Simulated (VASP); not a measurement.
ZrH, 4 atoms in the cell. The structure is monoclinic, space group P2/m (No. 10). Conventional cell: a = 3.190 Å, b = 3.190 Å, c = 4.993 Å, α = 90.00°, β = 91.72°, γ = 90.00°. Within 2.7 Å of Zr (site symmetry 2/m) lie 4 H at 2.03 Å. Zr (site symmetry 2/m) has 4 H at 2.02 to 2.03 Å within 2.7 Å. Within 2.7 Å of H (site symmetry m) lie 4 Zr at 2.02 to 2.03 Å and 2 H at 2.50 Å.  This cell differs from its parent crystal: shear of c along a, cell held: +3.0 %, then relaxed in part.

* Program: VASP 6.6.1
* Task: single point
* Functional: PBEsol
* Potentials or basis: VASP PAW PBE potentials, release 64 (Zr_sv, H)
* Cutoff: 520 eV
* k mesh: 16 × 16 × 10
* Occupations: gaussian, width 0.1 eV
* Spin: no spin polarisation
* Dipole correction: no
* Further INCAR settings: ALGO = Normal; EDIFF = 1e-06; NBANDS = 21

Potentials or basis: VASP PAW PBE potentials, release 64 (Zr_sv, H).

Command:

```sh
$ cat potpaw_PBE.64/Zr_sv/POTCAR potpaw_PBE.64/H/POTCAR > POTCAR
$ mpirun -np 1 vasp_std > vasp.out
```

Hardware: 1 thread of Intel(R) Xeon(R) 6975P-C (Granite Rapids), on a shared host.

**Question.** How long does it take, and how much memory?

**Answer.** Run time: 3.5 min on 1 thread of Intel(R) Xeon(R) 6975P-C (Granite Rapids), with other jobs on the host, peak memory 0.7 GiB. Counts: scf iterations 13, k points 738.
